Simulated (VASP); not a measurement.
Here is a VASP 6.6.1 calculation.

Contents of POSCAR:

```
Pt
1.0
   -0.4243046543      1.7703745920      1.7703745920
    1.7703745920     -0.4243046543      1.7703745920
    1.7703745920      1.7703745920     -0.4243046543
Pt
1
Direct
    0.0000000000      0.0000000000      0.0000000000
```

File INCAR.step1:

```
PREC = Accurate ; ENCUT = 520
ISMEAR = 0 ; SIGMA = 0.15
LREAL = F ; LASPH = T
NELM = 80 ; NBANDS = 11
GGA = PE ; ALGO = Normal
EDIFF = 1E-4 ; LWAVE = T
LCHARG = F
```

INCAR.step2

```
PREC = Accurate ; ENCUT = 520
EDIFF = 1E-7 ; ISMEAR = 0
SIGMA = 0.15 ; LREAL = F
LASPH = T ; NELM = 80
ALGO = Normal ; ISIF = 2
LWAVE = F ; LCHARG = F
METAGGA = R2SCAN ; LMIXTAU = T
NBANDS = 11 ; ISTART = 1
```

File KPOINTS:

```
regular mesh
0
Gamma
  24 24 24
```

Potentials or basis: VASP PAW PBE potentials, release 64 (Pt).

Command:

```console
$ cat potpaw_PBE.64/Pt/POTCAR > POTCAR
$ cp INCAR.step1 INCAR
$ mpirun -np 1 vasp_std > vasp.out
$ cp INCAR.step2 INCAR
$ mpirun -np 1 vasp_std > vasp.out
```

**Question.** What does it give for the band gap on the k mesh?

**Answer.** Zero (bands 5 and 6 overlap by 4.74 eV).

**Question.** Predict the pressure.

**Answer.** 34.1 GPa.

Stress tensor (GPa, compression positive):
```
34.13 12.79 12.79
12.79 34.13 12.79
12.79 12.79 34.13
```

Caveat: the cell stands under pressure; the PAW data sets were made with another functional, which shifts forces and pressure a little; spin-orbit coupling is left out, which moves the levels of the heavy elements.
